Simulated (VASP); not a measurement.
# Si3N4 (Fd-3m) in VASP: single point with r2SCAN

Aim: the single point of Si3N4 with r2SCAN.

All numbers are computed with VASP 6.6.1; they aren't measurements. Logs are shortened: lines on timing, memory, paths and dates and some standing lists are left out, and cuts for length are marked.

## Step 1: The cell of the first run

The structure is cubic, space group Fd-3m (No. 227). Conventional cell: a = 7.589 Å, b = 7.589 Å, c = 7.589 Å, α = 90.00°, β = 90.00°, γ = 90.00°. Si (site symmetry -3m) has 6 N at 1.85 Å within 2.5 Å. Si (site symmetry -43m) has 4 N at 1.72 Å within 2.3 Å. N (site symmetry 3m) has 4 Si at 1.72 to 1.85 Å within 2.3 Å.

## Step 2: Single point, r2SCAN

File POSCAR:

```
Si3N4
1.0
    0.0000000000      3.7946870000      3.7946870000
    3.7946870000      0.0000000000      3.7946870000
    3.7946870000      3.7946870000      0.0000000000
Si N
6 8
Direct
    0.6250000000      0.6250000000      0.6250000000
    0.1250000000      0.6250000000      0.6250000000
    0.6250000000      0.6250000000      0.1250000000
    0.6250000000      0.1250000000      0.6250000000
    0.0000000000      0.0000000000      0.0000000000
    0.2500000000      0.2500000000      0.2500000000
    0.3808000000      0.3808000000      0.3808000000
    0.3924000000      0.8692000000      0.8692000000
    0.3808000000      0.3808000000      0.8576000000
    0.8692000000      0.3924000000      0.8692000000
    0.8576000000      0.3808000000      0.3808000000
    0.8692000000      0.8692000000      0.8692000000
    0.3808000000      0.8576000000      0.3808000000
    0.8692000000      0.8692000000      0.3924000000
```

File INCAR.step1:

```
PREC = Accurate
ENCUT = 520
ISMEAR = -1
SIGMA = 0.0439
LREAL = False
LASPH = True
NELM = 100
NBANDS = 45
GGA = PE
ALGO = Normal
EDIFF = 1E-4
LWAVE = True
LCHARG = False
```

File INCAR.step2:

```
PREC = Accurate
ENCUT = 520
EDIFF = 1E-6
ISMEAR = -1
SIGMA = 0.0439
LREAL = False
LASPH = True
NELM = 100
ALGO = Normal
ISIF = 2
LWAVE = False
LCHARG = False
METAGGA = R2SCAN
LMIXTAU = True
NBANDS = 45
ISTART = 1
```

File KPOINTS:

```
Automatic mesh
0
Gamma
  6 6 6
```

Potentials or basis: VASP PAW PBE potentials, release 64 (Si, N).

Run with:

```
cat potpaw_PBE.64/Si/POTCAR potpaw_PBE.64/N/POTCAR > POTCAR
cp INCAR.step1 INCAR
mpirun -np 1 vasp_std > vasp.out
cp INCAR.step2 INCAR
mpirun -np 1 vasp_std > vasp.out
```

OUTCAR:

```text
PREC = Accurate
   ENCUT = 520
   EDIFF = 1E-6
   ISMEAR = -1
   LREAL = False
   LASPH = True
   NELM = 100
   ISIF = 2
   METAGGA = R2SCAN
   ISTART = 1

 ion  position               nearest neighbor table
   1  0.625  0.625  0.625-   8 1.85   9 1.85  10 1.85  11 1.85  13 1.85  14 1.85   2 2.68   3 2.68
                             4 2.68   3 2.68   4 2.68   2 2.68   6 3.15   5 3.15   6 3.15   5 3.15
   2  0.125  0.625  0.625-   7 1.85   9 1.85  10 1.85  12 1.85  13 1.85  14 1.85   1 2.68   3 2.68
                             4 2.68   1 2.68   3 2.68   4 2.68   5 3.15   6 3.15   6 3.15   5 3.15
   3  0.625  0.625  0.125-   7 1.85   8 1.85  10 1.85  11 1.85  12 1.85  13 1.85   1 2.68   1 2.68
                             2 2.68   4 2.68   4 2.68   2 2.68   6 3.15   5 3.15   6 3.15   5 3.15
   4  0.625  0.125  0.625-   7 1.85   8 1.85   9 1.85  11 1.85  12 1.85  14 1.85   1 2.68   3 2.68
                             1 2.68   2 2.68   3 2.68   2 2.68   5 3.15   6 3.15   6 3.15   5 3.15
   5  0.000  0.000  0.000-  12 1.72  10 1.72   8 1.72  14 1.72   2 3.15   4 3.15   2 3.15   4 3.15
                             1 3.15   3 3.15   1 3.15   3 3.15   4 3.15   1 3.15   3 3.15   2 3.15
   6  0.250  0.250  0.250-   7 1.72   9 1.72  11 1.72  13 1.72   2 3.15   4 3.15   2 3.15   4 3.15
                             1 3.15   3 3.15   1 3.15   3 3.15   1 3.15   3 3.15   2 3.15   4 3.15
   7  0.381  0.381  0.381-   6 1.72   3 1.85   4 1.85   2 1.85
   8  0.392  0.869  0.869-   5 1.72   3 1.85   4 1.85   1 1.85
   9  0.381  0.381  0.858-   6 1.72   2 1.85   4 1.85   1 1.85
  10  0.869  0.392  0.869-   5 1.72   2 1.85   3 1.85   1 1.85
  11  0.858  0.381  0.381-   6 1.72   3 1.85   4 1.85   1 1.85
  12  0.869  0.869  0.869-   5 1.72   3 1.85   4 1.85   2 1.85
  13  0.381  0.858  0.381-   6 1.72   2 1.85   3 1.85   1 1.85
  14  0.869  0.869  0.392-   5 1.72   2 1.85   4 1.85   1 1.85

  LATTYP: Found a face centered cubic cell.
 ALAT       =     7.5893740000

  Lattice vectors:

 A1 = (   0.0000000000,   3.7946870000,   3.7946870000)
 A2 = (   3.7946870000,   0.0000000000,   3.7946870000)
 A3 = (   3.7946870000,   3.7946870000,   0.0000000000)

Analysis of symmetry for initial positions (statically):
=====================================================================
 Subroutine PRICEL returns:
 Original cell was already a primitive cell.

 Routine SETGRP: Setting up the symmetry group for a
 face centered cubic supercell.

 Subroutine GETGRP returns: Found 48 space group operations
 (whereof 24 operations were pure point group operations)
 out of a pool of 48 trial point group operations.

The static configuration has the point symmetry T_d .
 The point group associated with its full space group is O_h .

Analysis of symmetry for dynamics (positions and initial velocities):
=====================================================================
 Subroutine PRICEL returns:
 Original cell was already a primitive cell.

 Routine SETGRP: Setting up the symmetry group for a
 face centered cubic supercell.

 Subroutine GETGRP returns: Found 48 space group operations
 (whereof 24 operations were pure point group operations)
 out of a pool of 48 trial point group operations.

The dynamic configuration has the point symmetry T_d .
 The point group associated with its full space group is O_h .

 Subroutine INISYM returns: Found 48 space group operations
 (whereof 24 operations are pure point group operations),
 and found     1 'primitive' translations

----------------------------------------------------------------------------------------

                                     Primitive cell

  volume of cell :     109.2843

  direct lattice vectors                    reciprocal lattice vectors
     0.000000000  3.794687000  3.794687000    -0.131763173  0.131763173  0.131763173
     3.794687000  0.000000000  3.794687000     0.131763173 -0.131763173  0.131763173
     3.794687000  3.794687000  0.000000000     0.131763173  0.131763173 -0.131763173

  length of vectors
     5.366497820  5.366497820  5.366497820     0.228220510  0.228220510  0.228220510

  position of ions in fractional coordinates (direct lattice)
     0.625000000  0.625000000  0.625000000
     0.125000000  0.625000000  0.625000000
     0.625000000  0.625000000  0.125000000
     0.625000000  0.125000000  0.625000000
     0.000000000  0.000000000  0.000000000
     0.250000000  0.250000000  0.250000000
     0.380800000  0.380800000  0.380800000
     0.392400000  0.869200000  0.869200000
     0.380800000  0.380800000  0.857600000
     0.869200000  0.392400000  0.869200000
     0.857600000  0.380800000  0.380800000
     0.869200000  0.869200000  0.869200000
     0.380800000  0.857600000  0.380800000
     0.869200000  0.869200000  0.392400000

  ion indices of the primitive-cell ions
   primitive index   ion index
                 1           1
                 2           2
                 3           3
                 4           4
                 5           5
                 6           6
                 7           7
                 8           8
                 9           9
                10          10
                11          11
                12          12
                13          13
                14          14

----------------------------------------------------------------------------------------

 KPOINTS: Automatic mesh

Automatic generation of k-mesh.
 Grid dimensions read from file:
 generate k-points for:    6    6    6

 Generating k-lattice:

  Cartesian coordinates                     Fractional coordinates (reciprocal lattice)
    -0.021960529  0.021960529  0.021960529     0.166666667  0.000000000  0.000000000
     0.021960529 -0.021960529  0.021960529     0.000000000  0.166666667  0.000000000
     0.021960529  0.021960529 -0.021960529     0.000000000  0.000000000  0.166666667

  Length of vectors
     0.038036752  0.038036752  0.038036752

  Shift w.r.t. Gamma in fractional coordinates (k-lattice)
     0.000000000  0.000000000  0.000000000

 Subroutine IBZKPT returns following result:
 ===========================================

 Found     16 irreducible k-points:

 Following reciprocal coordinates:
            Coordinates               Weight
  0.000000  0.000000  0.000000      1.000000
  0.166667  0.000000  0.000000      8.000000
  0.333333  0.000000  0.000000      8.000000
  0.500000  0.000000  0.000000      4.000000
  0.166667  0.166667  0.000000      6.000000
  0.333333  0.166667  0.000000     24.000000
[... 8 lines left out ...]
 -0.333333  0.333333  0.166667     24.000000
 -0.333333  0.500000  0.166667     12.000000
   k-points           NKPTS =     16   k-points in BZ     NKDIM =     16   number of bands    NBANDS=     45
   number of dos      NEDOS =    301   number of ions     NIONS =     14
   total plane-waves  NPLWV =  64000
   dimension x,y,z NGX =    40 NGY =   40 NGZ =   40
   dimension x,y,z NGXF=    80 NGYF=   80 NGZF=   80
   ions per type =               6   8
   NGX,Y,Z   is equivalent  to a cutoff of  12.39, 12.39, 12.39 a.u.
   NGXF,Y,Z  is equivalent  to a cutoff of  24.78, 24.78, 24.78 a.u.
 SYSTEM =  unknown system
   PREC   = accura    normal or accurate (medium, high low for compatibility)
   ISTART =      1    job   : 0-new  1-cont  2-samecut
   ICHARG =      0    charge: 1-file 2-atom 10-const
   ISPIN  =      1    spin polarized calculation?
   LNONCOLLINEAR =      F non collinear calculations
   LSORBIT =      F    spin-orbit coupling
   LASPH  =      T    aspherical Exc in radial PAW
   ENCUT  =  520.0 eV  38.22 Ry    6.18 a.u.   9.98  9.98  9.98*2*pi/ulx,y,z
   NELM   =    100;   NELMIN=  2; NELMDL=  0     # of ELM steps
   EDIFF  = 0.1E-05   stopping-criterion for ELM
   LREAL  =      F    real-space projection
   EDIFFG = 0.1E-04   stopping-criterion for IOM
   NSW    =      0    number of steps for IOM
   IBRION =     -1    ionic relax: 0-MD 1-quasi-New 2-CG
   NFREE  =      0    steps in history (QN), initial steepest desc. (CG)
   ISIF   =      2    stress and relaxation
   ISYM   =      2    0-nonsym 1-usesym 2-fastsym
   POTIM  = 0.5000    time-step for ionic-motion
   TEBEG  =    0.0;   TEEND  =   0.0 temperature during run
   PSTRESS=    0.0 pullay stress
   NELECT =      64.0000    total number of electrons
   NUPDOWN=      -1.0000    fix difference up-down
   EMIN   =  10.00;   EMAX   =-10.00  energy-range for DOS
   EFERMI =   0.00;   METHOD = LEGACY
   ISMEAR =    -1;   SIGMA  =   0.04  broadening in eV -4-tet -1-fermi 0-gaus
   EFERMI_NEDOS =   21; number of points for ismear=-14 and -15
   IALGO  =     38    algorithm
   IMIX   =      4    mixing-type and parameters
     AMIX     =   0.40;   BMIX     =  1.00
     AMIX_MAG =   1.60;   BMIX_MAG =  1.00
  volume/ion in A,a.u.               =       7.81        52.68
  Fermi-wavevector in a.u.,A,eV,Ry     =   1.369669  2.588299 25.524425  1.875992
  Thomas-Fermi vector in A             =   2.495523
   LORBIT       =      0    0 simple, 1 ext, 2 COOP (PROOUT), +10 PAW based schemes
   METAGGA = R2SCAN    functional components
   LHFCALC =     F    Hartree Fock is set to
   AEXX    =    0.0000 exact exchange contribution
   IVDW    =     0    specifies the selected vdW correction
   LEPSILON=     F    determine dielectric tensor
   LRPA    =     F    only Hartree local field effects (RPA)
 non-spin polarized calculation
  energy-cutoff  :      520.00
  volume of cell :      109.28
 maximum number of plane-waves:      2956
   NGX = 19   NGY = 19   NGZ = 19

 number of electron      64.0000006 magnetization

 Free energy of the ion-electron system (eV)
  ---------------------------------------------------
  ext. energy  EPLUGINS =         0.00000000
  ---------------------------------------------------
  free energy    TOTEN  =      -141.37441087 eV

  energy without entropy =     -141.37441087  energy(sigma->0) =     -141.37441087

 E-fermi :  10.9443     XC(G=0): -13.2315

 val. band max:        9.9396627414   @ k =  -0.1667   0.1667   0.0000
 cond. band min:      14.1827217696   @ k =   0.0000   0.0000   0.0000
 fundamental gap:      4.2430590282
 Fermi energy:        10.9443332891

 k-point     1 :       0.0000    0.0000    0.0000
  band No.  band energies     occupation
      1     -10.4755      2.00000
      2      -6.8521      2.00000
      3      -5.9590      2.00000
      4      -5.9590      2.00000
      5      -5.9590      2.00000
      6      -4.8327      2.00000
[... 36 lines left out ...]
     43      19.0647      0.00000
     44      20.9439      0.00000

 k-point     2 :       0.1667    0.0000    0.0000
  band No.  band energies     occupation
      1     -10.3118      2.00000
      2      -7.0476      2.00000
      3      -6.2922      2.00000
      4      -5.9249      2.00000
      5      -5.9249      2.00000
      6      -4.9748      2.00000
[... 36 lines left out ...]
     43      19.4998      0.00000
     44      20.4565      0.00000

 k-point     3 :       0.3333    0.0000    0.0000
  band No.  band energies     occupation
      1      -9.8438      2.00000
      2      -7.8812      2.00000
      3      -6.4269      2.00000
      4      -5.8136      2.00000
      5      -5.8136      2.00000
      6      -5.3069      2.00000
[... 600 lines left out ...]
     43      21.5839      0.00000
     44      21.7145      0.00000

 k-point    16 :      -0.3333    0.5000    0.1667
  band No.  band energies     occupation
      1      -8.5623      2.00000
      2      -8.5623      2.00000
      3      -7.2723      2.00000
      4      -7.2723      2.00000
      5      -5.6228      2.00000
      6      -5.6228      2.00000
[... 36 lines left out ...]
     43      21.5105      0.00000
     44      21.5105      0.00000
 [bands above 44 left out]

------------------------ aborting loop because EDIFF is reached ----------------------------------------

  FORCE on cell =-STRESS in cart. coord.  units (eV):
  Direction    XX          YY          ZZ          XY          YZ          ZX
  --------------------------------------------------------------------------------------
  -------------------------------------------------------------------------------------
  Total       13.2703742     13.2703742     13.2703742     -0.0000000      0.0000000     -0.0000000
  in kB      194.5520794    194.5520794    194.5520794     -0.0000000      0.0000000     -0.0000000
  external PRESSURE =     194.5520794 kB  Pullay stress =       0.0000000 kB

 VOLUME and BASIS-vectors are now :
 -----------------------------------------------------------------------------
  energy-cutoff  :      520.00
  volume of cell :      109.28
      direct lattice vectors                 reciprocal lattice vectors
     0.000000000  3.794687000  3.794687000    -0.131763173  0.131763173  0.131763173
     3.794687000  0.000000000  3.794687000     0.131763173 -0.131763173  0.131763173
     3.794687000  3.794687000  0.000000000     0.131763173  0.131763173 -0.131763173

 POSITION                                       TOTAL-FORCE (eV/Angst)
 -----------------------------------------------------------------------------------
      4.74336      4.74336      4.74336        -0.000000     -0.000000     -0.000000
      4.74336      2.84602      2.84602        -0.000000     -0.000000     -0.000000
      2.84602      2.84602      4.74336        -0.000000     -0.000000     -0.000000
      2.84602      4.74336      2.84602        -0.000000     -0.000000     -0.000000
      0.00000      0.00000      0.00000        -0.000000     -0.000000     -0.000000
      1.89734      1.89734      1.89734        -0.000000     -0.000000     -0.000000
      2.89003      2.89003      2.89003         0.577583      0.577583      0.577583
      6.59668      4.78738      4.78738        -0.577583      0.577583      0.577583
      4.69934      4.69934      2.89003        -0.577583     -0.577583      0.577583
      4.78738      6.59668      4.78738         0.577583     -0.577583      0.577583
      2.89003      4.69934      4.69934         0.577583     -0.577583     -0.577583
      6.59668      6.59668      6.59668        -0.577583     -0.577583     -0.577583
      4.69934      2.89003      4.69934        -0.577583      0.577583     -0.577583
      4.78738      4.78738      6.59668         0.577583      0.577583     -0.577583
 -----------------------------------------------------------------------------------
    total drift:                                0.000000      0.000000     -0.000000

  FREE ENERGIE OF THE ION-ELECTRON SYSTEM (eV)
  ---------------------------------------------------
  free  energy   TOTEN  =      -141.3744108706 eV

  energy  without entropy=     -141.3744108706  energy(sigma->0) =     -141.37441087
```

Run time: 4.9 min. Hardware: 1 thread of AMD EPYC 7R13 (Zen 3), shared host; peak memory 0.24 GiB.

What came out:

| Item | Value |
| --- | --- |
| Free energy | -141.3744 eV |
| Pressure | 19.5 GPa |
| Largest force | 1.000 eV/Å |
| Band gap on the k mesh | 4.24 eV, indirect (least direct gap 4.25 eV) |

Forces in eV/Å, atoms in the order of the input:
```
Si   0.000  0.000  0.000
Si   0.000  0.000  0.000
Si   0.000  0.000  0.000
Si   0.000  0.000  0.000
Si   0.000  0.000  0.000
Si   0.000  0.000  0.000
N    0.578  0.578  0.578
N   -0.578  0.578  0.578
N   -0.578 -0.578  0.578
N    0.578 -0.578  0.578
N    0.578 -0.578 -0.578
N   -0.578 -0.578 -0.578
N   -0.578  0.578 -0.578
N    0.578  0.578 -0.578
```

Caveat: the PAW data sets were made with another functional, which shifts forces and pressure a little.
